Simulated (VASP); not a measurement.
Write the native input for VASP 6.6.1 that does the following.

```
Task                   : single point
Functional             : PBEsol
Potentials or basis    : VASP PAW PBE potentials, release 64 (V_sv)
Cutoff                 : 520 eV
k mesh                 : 8 × 8 × 8
Occupations            : gaussian, width 0.1 eV
Spin                   : collinear spin, ferromagnetic start
Starting moments       : [2.0] μB
Dipole correction      : no
Further INCAR settings : ALGO = Normal; EDIFF = 1e-07; NBANDS = 16
```

The structure of V lies in POSCAR:

```
V
1.0
   -1.5563420802      1.5563420802      1.5563420802
    1.5563420802     -1.5563420802      1.5563420802
    1.5563420802      1.5563420802     -1.5563420802
V
1
Direct
    0.0000000000      0.0000000000      0.0000000000
```

These files were run (other wordings do the same):

INCAR

```
SYSTEM = V
PREC = Accurate ; ENCUT = 520
EDIFF = 1E-7 ; ISMEAR = 0
SIGMA = 0.1 ; LREAL = .FALSE.
LASPH = .TRUE. ; NELM = 150
ALGO = Normal ; ISIF = 2
LWAVE = .FALSE. ; LCHARG = .TRUE.
ISPIN = 2 ; MAGMOM = 2
LORBIT = 11 ; LMAXMIX = 4
GGA = PS ; LELF = .TRUE.
LVHAR = .TRUE. ; NBANDS = 16
```

KPOINTS

```
Automatic mesh
0
G
  8 8 8
  0 0 0
```

Potentials or basis: VASP PAW PBE potentials, release 64 (V_sv).

The run is started by

```bash
$ cat potpaw_PBE.64/V_sv/POTCAR > POTCAR
$ mpirun -np 1 vasp_std > vasp.out
```

Results of the run:

```
Pressure                                              : -22.8 GPa
Net moment                                            : 0.00 μB per cell
Valence electrons inside the program's atomic spheres : V 11.49
```

Caveat: the cell stands under tension; the PAW data sets were made with another functional, which shifts forces and pressure a little.

Wall time 19 s on 1 thread of Intel Xeon 8259CL (shared host), peak memory 0.13 GiB.
